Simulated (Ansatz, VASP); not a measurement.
## Ag: VASP beside Ansatz

```
Ag
1.0
    -1.63427    1.63427    1.63427
     1.63427   -1.63427    1.63427
     1.63427    1.63427   -1.63427
Ag
1
Cartesian
  0.0000 0.0000 0.0000
```

Alike in both runs: functional r2SCAN; k mesh 18 × 18 × 18; occupations gaussian, width 0.1 eV; no spin polarisation.

Ansatz relaxed the structure, and its values are those at the end. VASP's run is a single point on that final structure, the one shown.

|  | VASP | Ansatz |
| --- | --- | --- |
| version | VASP 6.6.1 | Ansatz 0.2.0 |
| potentials or method | VASP PAW PBE potentials, release 64 (Ag), cutoff 520 eV | scalar-relativistic, plane waves, PAW |
| valence electrons in the cell | 11 | 19 |

VASP gave:

| Item | Value |
| --- | --- |
| gap on the k mesh at the Fermi level (eV) | none |
| pressure (GPa) | 0.1 |

Task: What did Ansatz give for the same quantities?

Result: gap on the k mesh at the Fermi level (eV): none; pressure (GPa): 0.0.

VASP's potentials were made for PBE, not for r2SCAN. A gap of «none» marks a metal or a gap that the smearing closes. VASP's potentials hold 11 valence electrons a cell and Ansatz's 19, so a difference there can come from the potentials and not from the codes.
